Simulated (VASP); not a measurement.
Here is a VASP 6.6.1 calculation.

The input POSCAR:

```
MgO
1.0
    3.3077869865      0.0000000000      0.0000000000
   -1.6538934933      2.8646275606      0.0000000000
    0.0000000000      0.0000000000      4.9828816700
Mg O
2 2
Direct
    0.6666666667      0.3333333333      0.5021597400
    0.3333333333      0.6666666667      0.0021597400
    0.6666666667      0.3333333333      0.9024402600
    0.3333333333      0.6666666667      0.4024402600
```

File INCAR.step1:

```
ALGO = Normal ; EDIFF = 1E-5
ENCUT = 520 ; GGA = PE
ISIF = 2 ; ISMEAR = -1
LASPH = True ; LCHARG = False
LREAL = False ; LWAVE = True
NBANDS = 16 ; NELM = 100
PREC = Accurate ; SIGMA = 0.05
```

File INCAR.step2:

```
AEXX = 0.25 ; ALGO = Normal
EDIFF = 1E-6 ; ENCUT = 520
GGA = PE ; HFSCREEN = 0.15
ISIF = 2 ; ISMEAR = -1
ISTART = 1 ; LASPH = True
LCHARG = False ; LHFCALC = True
LREAL = False ; LWAVE = False
NBANDS = 16 ; NELM = 100
PREC = Accurate ; PRECFOCK = Normal
SIGMA = 0.05
```

File KPOINTS:

```
k-points
0
Gamma
  5 5 3
```

Potentials or basis: VASP PAW PBE potentials, release 64 (Mg, O).

The run is started by

```console
$ cat potpaw_PBE.64/Mg/POTCAR potpaw_PBE.64/O/POTCAR > POTCAR
$ cp INCAR.step1 INCAR
$ mpirun -np 1 vasp_std > vasp.out
$ cp INCAR.step2 INCAR
$ mpirun -np 1 vasp_std > vasp.out
```

**Question.** Predict the pressure.

**Answer.** -0.7 GPa.

**Question.** Predict the largest force.

**Answer.** 0.032 eV/Å.

**Question.** Predict the band gap on the k mesh.

**Answer.** 5.22 eV.

Stress tensor (GPa, compression positive):
```
-0.90  0.00  0.00
 0.00 -0.90  0.00
 0.00  0.00 -0.38
```

Caveat: the k points lie up to 0.44 Å⁻¹ apart; the PAW data sets were made with another functional, which shifts forces and pressure a little.
